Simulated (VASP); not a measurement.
MgAl15HN16 (a cell with a defect): single point with PBE

The system is MgAl15HN16 (a cell with a defect).

```
Al Mg N H
1.0
     6.25951    0.00000    0.00000
    -3.12976    5.42090    0.00000
     0.00000    0.00000   10.03481
Al Mg N H
15 1 16 1
Cartesian
  1.5294 0.9265 2.3807
  1.5573 0.9098 7.5661
  -0.0238 1.8227 10.0164
  -0.0199 3.6365 2.5108
  -1.5942 4.4232 5.0796
  0.0015 3.6018 7.5476
  -1.5816 4.5186 10.0346
  4.6670 0.9130 2.5103
  3.1985 1.8824 5.0792
  4.7070 0.9106 7.5478
  3.1219 1.8242 10.0347
  3.1091 3.6282 2.5067
  1.5256 4.5414 5.0285
  3.1077 3.6290 7.5547
  1.5456 4.5306 10.0463
  0.0338 1.7885 5.0026
  1.7191 0.8164 4.3267
  -0.0243 1.8235 1.9029
  1.5477 0.9154 9.4691
  0.0212 1.7957 7.0293
  -0.0273 3.7135 4.3840
  -1.5820 4.5180 1.8929
  -0.0258 3.6396 9.4503
  -1.5649 4.5113 6.9534
  4.5956 0.8789 4.3834
  3.1223 1.8245 1.8928
  4.6609 0.9161 9.4506
  3.1370 1.8136 6.9533
  3.0921 3.6374 4.4204
  1.5613 4.5218 1.9037
  3.0985 3.6339 9.4422
  1.5645 4.5189 6.9395
  2.6007 0.3066 4.0580
```

```
Program             : VASP 6.6.1
Task                : single point
Functional          : PBE
Potentials or basis : VASP PAW PBE potentials, release 64 (Al, Mg, N, H)
Cutoff              : 520 eV
k mesh              : 2 × 2 × 2, shifted
Occupations         : fermi-dirac, width 0.01 eV
Spin                : no spin polarisation
```

| Item | Value |
| --- | --- |
| Pressure | 3.6 GPa |
| Largest force | 0.377 eV/Å |
| Band gap on the k mesh | 4.86 eV |

Forces in eV/Å, atoms in the order of the input:
```
Al   0.135 -0.086 -0.106
Al   0.114 -0.060 -0.083
Al  -0.128  0.072 -0.113
Al   0.124 -0.051 -0.090
Al  -0.039  0.117 -0.089
Al   0.111 -0.080 -0.104
Al  -0.113  0.078 -0.094
Al   0.107 -0.085 -0.086
Al  -0.122 -0.030 -0.086
Al   0.121 -0.059 -0.106
Al  -0.124  0.055 -0.098
Al   0.094 -0.058 -0.123
Al  -0.092  0.053 -0.079
Al   0.122 -0.077 -0.085
Al  -0.124  0.070 -0.089
Mg  -0.121  0.070 -0.091
N    0.325 -0.190  0.011
N   -0.188  0.105  0.106
N    0.193 -0.112  0.140
N   -0.169  0.105  0.213
N    0.106 -0.071  0.062
N   -0.177  0.120  0.087
N    0.182 -0.113  0.090
N   -0.169  0.095  0.103
N    0.119 -0.048  0.066
N   -0.188  0.103  0.088
N    0.192 -0.102  0.089
N   -0.173  0.092  0.103
N    0.082 -0.043  0.167
N   -0.154  0.087  0.077
N    0.181 -0.100  0.079
N   -0.187  0.115  0.031
H   -0.041  0.026  0.009
```

Stress tensor (GPa, compression positive):
```
 3.03  0.06  0.46
 0.06  3.10 -0.27
 0.46 -0.27  4.53
```

Levels at points of the mesh, in eV from the valence-band top:
| k point | band 62 | band 63 | band 64 | band 65 | band 66 | band 67 |
| --- | --- | --- | --- | --- | --- | --- |
| (0.25, 0.25, 0.25) | -0.75 | -0.52 | -0.22 | 5.17 | 5.75 | 5.87 |

Wall time 5 min on 1 thread of Intel(R) Xeon(R) 6975P-C (Granite Rapids) (shared host), peak memory 0.57 GiB.

Caveat: the k points lie up to 0.58 Å⁻¹ apart.
